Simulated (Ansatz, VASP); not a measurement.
Pb: VASP beside Ansatz

```xyz
1
Lattice="0.0000 2.4584 2.4584 2.4584 0.0000 2.4584 2.4584 2.4584 0.0000" Properties=species:S:1:pos:R:3 pbc="T T T"
Pb    0.0000    0.0000    0.0000
```

Alike in both runs: task single point; functional RPBE; k mesh 9 × 9 × 9; occupations fermi-dirac, width 0.05 eV; no spin polarisation.

```csv
,VASP,Ansatz
version,VASP 6.6.1,Ansatz 0.2.0
potentials or method,"VASP PAW PBE potentials, release 64 (Pb_d)",Ansatz PAW
plane-wave cutoff (eV),520,420
valence electrons in the cell,14,14
```

```csv
,VASP,Ansatz,Ansatz less VASP
gap on the k mesh at the Fermi level (eV),none,none,-
pressure (GPa),5.0,5.0,+0.06
```

VASP's potentials were made for PBE, not for RPBE. A gap of «none» marks a metal or a gap that the smearing closes. With one functional, cell and mesh, what is left measures potentials, basis and numerics.

Spin-orbit coupling is off throughout.
